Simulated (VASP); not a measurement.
Ge, 2 atoms in the cell. Symmetry: P6_3/mmc, No. 194, hexagonal system. The conventional cell has a = 2.684 Å, b = 2.684 Å, c = 4.403 Å, α = 90.00°, β = 90.00°, γ = 120.00°. Ge (site symmetry -6m2) has 12 Ge at 2.68 to 2.69 Å within 3.5 Å. 

| Quantity | Value |
| --- | --- |
| Program | VASP 6.6.1 |
| Task | relaxation of shape and atoms at fixed volume |
| Functional | PBEsol |
| Potentials or basis | VASP PAW PBE potentials, release 64 (Ge_d) |
| Cutoff | 600 eV |
| k mesh | 16 × 16 × 9 |
| Occupations | fermi-dirac, width 0.08 eV |
| Spin | no spin polarisation |
| Dipole correction | no |
| Further INCAR settings | ALGO = Normal; EDIFF = 1e-07; IBRION = 2; EDIFFG = -0.005; NSW = 50; ISIF = 4 |

Potentials or basis: VASP PAW PBE potentials, release 64 (Ge_d).

Launch:

```sh
$ cat potpaw_PBE.64/Ge_d/POTCAR > POTCAR
$ mpirun -np 1 vasp_std > vasp.out
```

Hardware: 1 thread of AMD EPYC 7R43 64-Core Processor (Zen 3) (shared host).

**Question.** Estimate the wall time of this run.

**Answer.** It took 3.1 min on 1 thread of AMD EPYC 7R43 64-Core Processor (Zen 3), on a shared host, peak memory 0.16 GiB. Counts: scf iterations 21, k points 150, ion steps 3.
